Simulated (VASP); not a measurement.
# Li2S (Fm-3m) in VASP: a series of runs

Aim: see how the results for Li2S move with the level of theory and the settings. Levels: r2SCAN, HSE06. Tasks: single point.

All numbers are computed with VASP 6.6.1; they aren't measurements. Logs are shortened: lines on timing, memory, paths and dates and some standing lists are left out, and cuts for length are marked.

**1. The cell of the first run**

The structure is cubic, space group Fm-3m (No. 225). Conventional cell: a = 5.691 Å, b = 5.691 Å, c = 5.691 Å, α = 90.00°, β = 90.00°, γ = 90.00°. Within 3.3 Å of Li (site symmetry -43m) lie 4 S at 2.46 Å and 6 Li at 2.85 Å. S (site symmetry m-3m) has 8 Li at 2.46 Å within 3.3 Å.

**2. Single point, r2SCAN**

Contents of POSCAR:

```
Li2S
1.0
    0.0000000000      2.8452944180      2.8452944180
    2.8452944180      0.0000000000      2.8452944180
    2.8452944180      2.8452944180      0.0000000000
Li S
2 1
Direct
    0.2500000000      0.2500000000      0.2500000000
    0.7500000000      0.7500000000      0.7500000000
    0.0000000000      0.0000000000      0.0000000000
```

Contents of INCAR.step1:

```
PREC = Accurate
ENCUT = 830
ISMEAR = 0
SIGMA = 0.01
LREAL = False
LASPH = True
NELM = 120
NBANDS = 13
GGA = PE
ALGO = Normal
EDIFF = 1E-5
LWAVE = True
LCHARG = False
GGA_COMPAT = False
```

Contents of INCAR.step2:

```
PREC = Accurate
ENCUT = 830
EDIFF = 1E-6
ISMEAR = 0
SIGMA = 0.01
LREAL = False
LASPH = True
NELM = 120
ALGO = Normal
ISIF = 2
LWAVE = False
LCHARG = False
METAGGA = R2SCAN
LMIXTAU = True
NBANDS = 13
ISTART = 1
GGA_COMPAT = False
```

Contents of KPOINTS:

```
Automatic mesh
0
Gamma
  6 6 6
```

Potentials or basis: VASP PAW PBE potentials, release 64 (Li_sv, S).

Launch:

```
$ cat potpaw_PBE.64/Li_sv/POTCAR potpaw_PBE.64/S/POTCAR > POTCAR
$ cp INCAR.step1 INCAR
$ mpirun -np 1 vasp_std > vasp.out
$ cp INCAR.step2 INCAR
$ mpirun -np 1 vasp_std > vasp.out
```

OUTCAR:

```text
PREC = Accurate
   ENCUT = 830
   EDIFF = 1E-6
   ISMEAR = 0
   LREAL = False
   LASPH = True
   NELM = 120
   ISIF = 2
   METAGGA = R2SCAN
   ISTART = 1

 ion  position               nearest neighbor table
   1  0.250  0.250  0.250-   3 2.46   3 2.46   3 2.46   3 2.46
   2  0.750  0.750  0.750-   3 2.46   3 2.46   3 2.46   3 2.46
   3  0.000  0.000  0.000-   2 2.46   2 2.46   2 2.46   1 2.46   2 2.46   1 2.46   1 2.46   1 2.46

  LATTYP: Found a face centered cubic cell.
 ALAT       =     5.6905888360

  Lattice vectors:

 A1 = (   0.0000000000,   2.8452944180,   2.8452944180)
 A2 = (   2.8452944180,   0.0000000000,   2.8452944180)
 A3 = (   2.8452944180,   2.8452944180,   0.0000000000)

Analysis of symmetry for initial positions (statically):
=====================================================================
 Subroutine PRICEL returns:
 Original cell was already a primitive cell.

 Routine SETGRP: Setting up the symmetry group for a
 face centered cubic supercell.

 Subroutine GETGRP returns: Found 48 space group operations
 (whereof 48 operations were pure point group operations)
 out of a pool of 48 trial point group operations.

The static configuration has the point symmetry O_h .

Analysis of symmetry for dynamics (positions and initial velocities):
=====================================================================
 Subroutine PRICEL returns:
 Original cell was already a primitive cell.

 Routine SETGRP: Setting up the symmetry group for a
 face centered cubic supercell.

 Subroutine GETGRP returns: Found 48 space group operations
 (whereof 48 operations were pure point group operations)
 out of a pool of 48 trial point group operations.

The dynamic configuration has the point symmetry O_h .

 Subroutine INISYM returns: Found 48 space group operations
 (whereof 48 operations are pure point group operations),
 and found     1 'primitive' translations

----------------------------------------------------------------------------------------

                                     Primitive cell

  volume of cell :      46.0693

  direct lattice vectors                    reciprocal lattice vectors
     0.000000000  2.845294418  2.845294418    -0.175728739  0.175728739  0.175728739
     2.845294418  0.000000000  2.845294418     0.175728739 -0.175728739  0.175728739
     2.845294418  2.845294418  0.000000000     0.175728739  0.175728739 -0.175728739

  length of vectors
     4.023853955  4.023853955  4.023853955     0.304371104  0.304371104  0.304371104

  position of ions in fractional coordinates (direct lattice)
     0.250000000  0.250000000  0.250000000
     0.750000000  0.750000000  0.750000000
     0.000000000  0.000000000  0.000000000

  ion indices of the primitive-cell ions
   primitive index   ion index
                 1           1
                 2           2
                 3           3

----------------------------------------------------------------------------------------

 KPOINTS: Automatic mesh

Automatic generation of k-mesh.
 Grid dimensions read from file:
 generate k-points for:    6    6    6

 Generating k-lattice:

  Cartesian coordinates                     Fractional coordinates (reciprocal lattice)
    -0.029288123  0.029288123  0.029288123     0.166666667  0.000000000  0.000000000
     0.029288123 -0.029288123  0.029288123     0.000000000  0.166666667  0.000000000
     0.029288123  0.029288123 -0.029288123     0.000000000  0.000000000  0.166666667

  Length of vectors
     0.050728517  0.050728517  0.050728517

  Shift w.r.t. Gamma in fractional coordinates (k-lattice)
     0.000000000  0.000000000  0.000000000

 Subroutine IBZKPT returns following result:
 ===========================================

 Found     16 irreducible k-points:

 Following reciprocal coordinates:
            Coordinates               Weight
  0.000000  0.000000  0.000000      1.000000
  0.166667  0.000000  0.000000      8.000000
  0.333333  0.000000  0.000000      8.000000
  0.500000  0.000000  0.000000      4.000000
  0.166667  0.166667  0.000000      6.000000
  0.333333  0.166667  0.000000     24.000000
[... 8 lines left out ...]
 -0.333333  0.333333  0.166667     24.000000
 -0.333333  0.500000  0.166667     12.000000
   k-points           NKPTS =     16   k-points in BZ     NKDIM =     16   number of bands    NBANDS=     13
   number of dos      NEDOS =    301   number of ions     NIONS =      3
   total plane-waves  NPLWV =  64000
   dimension x,y,z NGX =    40 NGY =   40 NGZ =   40
   dimension x,y,z NGXF=    80 NGYF=   80 NGZF=   80
   ions per type =               2   1
   NGX,Y,Z   is equivalent  to a cutoff of  16.53, 16.53, 16.53 a.u.
   NGXF,Y,Z  is equivalent  to a cutoff of  33.05, 33.05, 33.05 a.u.
 SYSTEM =  unknown system
   PREC   = accura    normal or accurate (medium, high low for compatibility)
   ISTART =      1    job   : 0-new  1-cont  2-samecut
   ICHARG =      0    charge: 1-file 2-atom 10-const
   ISPIN  =      1    spin polarized calculation?
   LNONCOLLINEAR =      F non collinear calculations
   LSORBIT =      F    spin-orbit coupling
   LASPH  =      T    aspherical Exc in radial PAW
   ENCUT  =  830.0 eV  61.00 Ry    7.81 a.u.   9.45  9.45  9.45*2*pi/ulx,y,z
   NELM   =    120;   NELMIN=  2; NELMDL=  0     # of ELM steps
   EDIFF  = 0.1E-05   stopping-criterion for ELM
   LREAL  =      F    real-space projection
   EDIFFG = 0.1E-04   stopping-criterion for IOM
   NSW    =      0    number of steps for IOM
   IBRION =     -1    ionic relax: 0-MD 1-quasi-New 2-CG
   NFREE  =      0    steps in history (QN), initial steepest desc. (CG)
   ISIF   =      2    stress and relaxation
   ISYM   =      2    0-nonsym 1-usesym 2-fastsym
   POTIM  = 0.5000    time-step for ionic-motion
   TEBEG  =    0.0;   TEEND  =   0.0 temperature during run
   PSTRESS=    0.0 pullay stress
   NELECT =      12.0000    total number of electrons
   NUPDOWN=      -1.0000    fix difference up-down
   EMIN   =  10.00;   EMAX   =-10.00  energy-range for DOS
   EFERMI =   0.00;   METHOD = LEGACY
   ISMEAR =     0;   SIGMA  =   0.01  broadening in eV -4-tet -1-fermi 0-gaus
   EFERMI_NEDOS =   21; number of points for ismear=-14 and -15
   IALGO  =     38    algorithm
   IMIX   =      4    mixing-type and parameters
     AMIX     =   0.40;   BMIX     =  1.00
     AMIX_MAG =   1.60;   BMIX_MAG =  1.00
  volume/ion in A,a.u.               =      15.36       103.63
  Fermi-wavevector in a.u.,A,eV,Ry     =   1.045518  1.975742 14.872626  1.093107
  Thomas-Fermi vector in A             =   2.180317
   LORBIT       =      0    0 simple, 1 ext, 2 COOP (PROOUT), +10 PAW based schemes
   METAGGA = R2SCAN    functional components
   LHFCALC =     F    Hartree Fock is set to
   AEXX    =    0.0000 exact exchange contribution
   IVDW    =     0    specifies the selected vdW correction
   LEPSILON=     F    determine dielectric tensor
   LRPA    =     F    only Hartree local field effects (RPA)
 non-spin polarized calculation
 Gauss-broadening in eV      SIGMA  =   0.01
  energy-cutoff  :      830.00
  volume of cell :       46.07
 maximum number of plane-waves:      2529
 NGX is ok and might be reduce to    40
   NGX = 19   NGY = 19   NGZ = 19

 number of electron      12.0000004 magnetization

 Free energy of the ion-electron system (eV)
  ---------------------------------------------------
  ext. energy  EPLUGINS =         0.00000000
  ---------------------------------------------------
  free energy    TOTEN  =       -17.38388596 eV

  energy without entropy =      -17.38388596  energy(sigma->0) =      -17.38388596

 E-fermi :   1.3825     XC(G=0):  -8.9250

 val. band max:        1.2125830719   @ k =   0.0000   0.0000   0.0000
 cond. band min:       5.0687084926   @ k =   0.5000   0.5000   0.0000
 fundamental gap:      3.8561254207
 Fermi energy:         1.3824893245

 k-point     1 :       0.0000    0.0000    0.0000
  band No.  band energies     occupation
      1     -44.3906      2.00000
      2     -44.3489      2.00000
      3     -10.2744      2.00000
      4       1.2126      2.00000
      5       1.2126      2.00000
      6       1.2126      2.00000
      7       6.2633      0.00000
      8       8.1207      0.00000
      9       8.1207      0.00000
     10       8.1207      0.00000
     11      12.9770      0.00000
     12      12.9770      0.00000
     13      14.6538      0.00000

 k-point     2 :       0.1667    0.0000    0.0000
  band No.  band energies     occupation
      1     -44.3875      2.00000
      2     -44.3515      2.00000
      3     -10.1743      2.00000
      4       0.2775      2.00000
      5       1.0665      2.00000
      6       1.0665      2.00000
      7       6.9136      0.00000
      8       8.5055      0.00000
      9       8.5055      0.00000
     10       8.7621      0.00000
     11      11.8181      0.00000
     12      11.8181      0.00000
     13      14.9175      0.00000

 k-point     3 :       0.3333    0.0000    0.0000
  band No.  band energies     occupation
      1     -44.3795      2.00000
      2     -44.3587      2.00000
      3      -9.9544      2.00000
      4      -1.1013      2.00000
      5       0.8132      2.00000
      6       0.8132      2.00000
      7       7.7718      0.00000
      8       8.6136      0.00000
      9       8.6136      0.00000
     10       9.9149      0.00000
     11      12.3988      0.00000
     12      12.3988      0.00000
     13      15.6627      0.00000
[... 177 lines left out ...]
 k-point    15 :      -0.3333    0.3333    0.1667
  band No.  band energies     occupation
      1     -44.3687      2.00000
      2     -44.3686      2.00000
      3      -9.7285      2.00000
      4      -1.1521      2.00000
      5      -0.3333      2.00000
      6       0.0348      2.00000
      7       7.3658      0.00000
      8       8.8964      0.00000
      9      11.0381      0.00000
     10      11.5457      0.00000
     11      11.8567      0.00000
     12      14.0070      0.00000
     13      15.4417      0.00000

 k-point    16 :      -0.3333    0.5000    0.1667
  band No.  band energies     occupation
      1     -44.3720      2.00000
      2     -44.3651      2.00000
      3      -9.6951      2.00000
      4      -0.7852      2.00000
      5      -0.4772      2.00000
      6      -0.4277      2.00000
      7       6.3780      0.00000
      8       9.9762      0.00000
      9      10.3670      0.00000
     10      12.1898      0.00000
     11      13.7945      0.00000
     12      14.7033      0.00000
     13      14.7810      0.00000

------------------------ aborting loop because EDIFF is reached ----------------------------------------

  FORCE on cell =-STRESS in cart. coord.  units (eV):
  Direction    XX          YY          ZZ          XY          YZ          ZX
  --------------------------------------------------------------------------------------
  -------------------------------------------------------------------------------------
  Total       -0.0581137     -0.0581137     -0.0581137      0.0000000      0.0000000      0.0000000
  in kB       -2.0210524     -2.0210524     -2.0210524      0.0000000      0.0000000      0.0000000
  external PRESSURE =      -2.0210524 kB  Pullay stress =       0.0000000 kB

 VOLUME and BASIS-vectors are now :
 -----------------------------------------------------------------------------
  energy-cutoff  :      830.00
  volume of cell :       46.07
      direct lattice vectors                 reciprocal lattice vectors
     0.000000000  2.845294418  2.845294418    -0.175728739  0.175728739  0.175728739
     2.845294418  0.000000000  2.845294418     0.175728739 -0.175728739  0.175728739
     2.845294418  2.845294418  0.000000000     0.175728739  0.175728739 -0.175728739

 POSITION                                       TOTAL-FORCE (eV/Angst)
 -----------------------------------------------------------------------------------
      1.42265      1.42265      1.42265         0.000000      0.000000      0.000000
      4.26794      4.26794      4.26794        -0.000000     -0.000000     -0.000000
      0.00000      0.00000      0.00000        -0.000000     -0.000000      0.000000
 -----------------------------------------------------------------------------------
    total drift:                                0.000000     -0.000000      0.000000

  FREE ENERGIE OF THE ION-ELECTRON SYSTEM (eV)
  ---------------------------------------------------
  free  energy   TOTEN  =       -17.3838859594 eV

  energy  without entropy=      -17.3838859594  energy(sigma->0) =      -17.38388596
```

It took 1.9 min on 1 thread of AMD EPYC 7R13 (Zen 3), shared host; peak memory 0.23 GiB.

Results:

```yaml
Free_energy: -17.3839 eV
Pressure: -0.2 GPa
Band_gap_on_the_k_mesh: 3.86 eV (least direct gap 5.05 eV)
```

Caveat: the PAW data sets were made with another functional, which shifts forces and pressure a little.

**3. Single point, HSE06**

POSCAR is that of step 2.

Contents of INCAR.step1:

```
SYSTEM = Li2S
  PREC = Accurate
  ENCUT = 650
  EDIFF = 1E-5
  ISMEAR = 0
  SIGMA = 0.01
  LREAL = .False.
  LASPH = .True.
  NELM = 120
  ALGO = Normal
  ISIF = 2
  LWAVE = .True.
  NBANDS = 13
  GGA = PE
  GGA_COMPAT = .False.
```

Contents of INCAR.step2:

```
SYSTEM = Li2S
  PREC = Accurate
  ENCUT = 650
  EDIFF = 1E-6
  ISMEAR = 0
  SIGMA = 0.01
  LREAL = .False.
  LASPH = .True.
  NELM = 120
  ALGO = Normal
  ISIF = 2
  LWAVE = .False.
  LCHARG = .True.
  GGA = PE
  LHFCALC = .True.
  HFSCREEN = 0.2079
  PRECFOCK = Normal
  LELF = .True.
  LVHAR = .True.
  NBANDS = 13
  ISTART = 1
  GGA_COMPAT = .False.
```

Contents of KPOINTS:

```
regular mesh
0
Gamma
  4 4 4
  0 0 0
```

Potentials or basis: VASP PAW PBE potentials, release 64 (Li_sv, S).

Launch:

```
$ cat potpaw_PBE.64/Li_sv/POTCAR potpaw_PBE.64/S/POTCAR > POTCAR
$ cp INCAR.step1 INCAR
$ mpirun -np 1 vasp_std > vasp.out
$ cp INCAR.step2 INCAR
$ mpirun -np 1 vasp_std > vasp.out
```

Run time: 3.6 min. Hardware: 1 thread of AMD EPYC 7R13 (Zen 3), shared host; peak memory 0.27 GiB.

Results (log left out):

| Item | Value |
| --- | --- |
| Free energy | -13.5103 eV |
| Pressure | -0.5 GPa |
| Band gap on the k mesh | 4.33 eV (least direct gap 5.35 eV) |

Levels at points of the mesh, in eV from the valence-band top:
| k point | band 2 | band 3 | band 4 | band 5 | band 6 | band 7 | band 8 | band 9 | band 10 | band 11 |
| --- | --- | --- | --- | --- | --- | --- | --- | --- | --- | --- |
| (0.00, 0.00, 0.00) | -47.11 | -12.19 | 0.00 | 0.00 | 0.00 | 5.35 | 7.39 | 7.39 | 7.39 | 12.52 |
| (0.50, 0.00, 0.00) | -47.13 | -11.69 | -3.16 | -0.55 | -0.55 | 7.28 | 7.72 | 7.72 | 9.65 | 14.28 |
| (0.50, 0.50, 0.00) | -47.12 | -11.54 | -2.40 | -1.54 | -1.54 | 4.33 | 8.25 | 12.56 | 12.56 | 13.67 |

Caveat: the k points lie up to 0.48 Å⁻¹ apart; the PAW data sets were made with another functional, which shifts forces and pressure a little.
